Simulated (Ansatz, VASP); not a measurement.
**BN: VASP beside Ansatz**

```
B N
1.0
     2.54340    0.00000    0.00000
    -1.27170    2.20265    0.00000
     0.00000    0.00000    4.20699
B N
2 2
Direct
  0.66667 0.33333 0.00016
  0.33333 0.66667 0.50016
  0.66667 0.33333 0.37484
  0.33333 0.66667 0.87484
```

Alike in both runs: functional r2SCAN; k mesh 12 × 12 × 8; occupations fermi-dirac, width 0.02 eV; no spin polarisation.

Ansatz relaxed the structure, and its values are those at the end. VASP's run is a single point on that final structure, the one shown.

```csv
,VASP,Ansatz
version,VASP 6.6.1,Ansatz 0.2.0
potentials or method,"VASP PAW PBE potentials, release 64 (B_h, N_h), cutoff 910 eV",PAW plane waves
valence electrons in the cell,16,16
```

|  | VASP | Ansatz | Ansatz less VASP |
| --- | --- | --- | --- |
| gap on the k mesh at the Fermi level (eV) | 5.74 | 5.75 | +0.009 |
| rms of the force components (eV/Å) | 0.004 | 0.004 | +0.0005 |

VASP's potentials were made for PBE, not for r2SCAN. Ansatz's warnings: stress scf threshold loose.

Noted on VASP's run: the cutoff is short for stress, so the pressure is rough.
